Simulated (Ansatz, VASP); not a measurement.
# Hf: VASP beside Ansatz

```xyz
4
Lattice="4.8908 0.0000 0.0000 -2.4454 4.2355 0.0000 0.0000 0.0000 5.4358" Properties=species:S:1:pos:R:3 pbc="T T T"
Hf    0.0000    2.8237    0.0000
Hf    2.4454    1.4118    2.7179
Hf    0.0000    2.8237    2.7179
Hf    2.4454    1.4118    5.4358
```

Alike in both runs: functional LDA; k mesh 12 × 12 × 8; occupations gaussian, width 0.1 eV; no spin polarisation.

Ansatz relaxed the structure, and its values are those at the end. VASP's run is a single point on that final structure, the one shown.

|  | VASP | Ansatz |
| --- | --- | --- |
| version | VASP 6.6.1 | Ansatz 0.2.0 |
| potentials or method | VASP PAW LDA potentials, release 64 (Hf_pv), cutoff 520 eV | scalar-relativistic, plane waves, PAW |
| valence electrons in the cell | 40 | 104 |

VASP gave:

| Item | Value |
| --- | --- |
| gap on the k mesh at the Fermi level (eV) | none |
| pressure (GPa) | -0.1 |

Task: What did Ansatz give for the same quantities?

Result: gap on the k mesh at the Fermi level (eV): none; pressure (GPa): 0.0.

LDA's correlation is that of Perdew and Zunger in VASP and of Perdew and Wang (1992) in Ansatz. A gap of «none» marks a metal or a gap that the smearing closes. VASP's potentials hold 40 valence electrons a cell and Ansatz's 104, so a difference there can come from the potentials and not from the codes.

Neither program's run includes spin-orbit coupling.
